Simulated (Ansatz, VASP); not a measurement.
## Ag: VASP beside Ansatz

The input INCAR:

```
SYSTEM = Ag
PREC = Accurate ; ENCUT = 520
EDIFF = 1E-7 ; ISMEAR = -1
SIGMA = 0.1 ; LREAL = .False.
LASPH = .True. ; NELM = 60
ALGO = Normal ; ISIF = 2
LWAVE = .False. ; LCHARG = .True.
GGA = PE ; LELF = .True.
LVHAR = .True. ; NBANDS = 24
```

File KPOINTS:

```
Automatic mesh
0
Gamma
  9 9 13
  0 0 0
```

Contents of POSCAR:

```
Ag
1.0
    4.9079553776      0.0000000000      0.0000000000
   -2.4539776888      4.2504140376      0.0000000000
    0.0000000000      0.0000000000      2.9398079238
Ag
3
Direct
    0.0000000000      1.0000000000      0.0000000000
    0.3333333333      0.6666666667      0.5000000000
    0.6666666667      0.3333333333      0.5000000000
```

Input for Ansatz:

```yaml
crystal:
  lattice:
    - [4.9079553776, 0.0, 0.0]
    - [-2.4539776888, 4.2504140376, 0.0]
    - [0.0, 0.0, 2.9398079238]
  atoms:
    - { symbol: Ag, position: [0.0, 1.0, 0.0] }
    - { symbol: Ag, position: [0.3333333333, 0.6666666667, 0.5] }
    - { symbol: Ag, position: [0.6666666667, 0.3333333333, 0.5] }
hamiltonian:
  xc: pbe
  pseudopotentials:
    kind: paw
    azcp:
      Ag: "pseudopotentials/Ag.paw.azcp"
basis:
  ecutwfc: 420
  fft_grid_basis: typed
kpoints:
  mp_grid: { grid: [9, 9, 13], shift: [0, 0, 0] }
magnetization:
  spin_polarized: false
scf:
  occupations: { method: fermi_dirac, width: 0.1 }
  lower_state_search: "off"
output:
  stress: true
  write_density: true
  write_potential: true
  elf: true
  volumetric_format: npy
```

Alike in both runs: task single point; functional PBE; k mesh 9 × 9 × 13; occupations fermi-dirac, width 0.1 eV; no spin polarisation.

|  | VASP | Ansatz |
| --- | --- | --- |
| version | VASP 6.6.1 | Ansatz 0.2.0 |
| potentials or method | VASP PAW PBE potentials, release 64 (Ag), cutoff 520 eV | plane waves (420 eV) with PAW, scalar-relativistic |
| valence electrons in the cell | 33 | 57 |

|  | VASP | Ansatz | Ansatz less VASP |
| --- | --- | --- | --- |
| pressure (GPa) | -7.1 | -7.1 | +0.03 |

VASP's potentials hold 33 valence electrons a cell and Ansatz's 57, so a difference there can come from the potentials and not from the codes.
